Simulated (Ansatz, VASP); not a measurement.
**One calculation of SiC, two programs**

```
CELL_PARAMETERS angstrom
3.16762 0.00000 0.00000
-1.58381 2.74324 0.00000
0.00000 0.00000 5.19955
ATOMIC_POSITIONS crystal
Si 0.33333 0.66667 0.99950
Si 0.66667 0.33333 0.49950
C 0.33333 0.66667 0.37550
C 0.66667 0.33333 0.87550
```

Change from the starting cell: hydrostatic strain +3.0%.

Alike in both runs: task single point; functional r2SCAN; k mesh 12 × 12 × 6; no spin polarisation.

|  | VASP | Ansatz |
| --- | --- | --- |
| version | VASP 6.6.1 | Ansatz 0.2.0 |
| potentials or method | VASP PAW PBE potentials, release 64 (Si, C) | plane waves, PAW |
| plane-wave cutoff (eV) | 520 | 500 |
| occupations | gaussian, width 0.01 eV | fixed |
| valence electrons in the cell | 16 | 16 |

```csv
,VASP,Ansatz,Ansatz less VASP
gap on the k mesh at the Fermi level (eV),2.79,2.78,-0.005
pressure (GPa),-17.1,-17.0,+0.11
"traceless stress, the component that is largest in VASP (GPa)",0.29,0.28,-0.009
```

VASP's potentials were made for PBE, not for r2SCAN.
